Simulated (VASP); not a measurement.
The system is KBr.

```
CELL_PARAMETERS angstrom
5.64667 0.00000 0.00000
-2.82334 4.89016 0.00000
0.00000 0.00000 6.54940
ATOMIC_POSITIONS crystal
K 0.33333 0.66667 0.93750
K 0.66667 0.33333 0.43750
Br 0.33333 0.66667 0.43750
Br 0.66667 0.33333 0.93750
```

This cell differs from its parent crystal: epitaxial xy strain +0.5%.

Base run:

```yaml
Program: VASP 6.6.1
Functional: PBE
Potentials_or_basis: VASP PAW PBE potentials, release 64 (K_sv, Br)
Cutoff: 520 eV
k_mesh: 6 × 6 × 4
Occupations: fermi-dirac, width 0.02 eV
Spin: no spin polarisation
```

Its results: band gap on the k mesh 4.17 eV, direct; pressure 0.3 GPa.

The run is repeated on the same cell with these changes: functional from PBE to r2SCAN; occupations from fermi-dirac, width 0.02 eV to gaussian, width 0.01 eV. What comes out?

Band gap on the k mesh 4.75 eV, direct; pressure -0.1 GPa.

Caveats: the PAW data sets were made with another functional, which shifts forces and pressure a little (some runs).

A k mesh can miss the band edges.
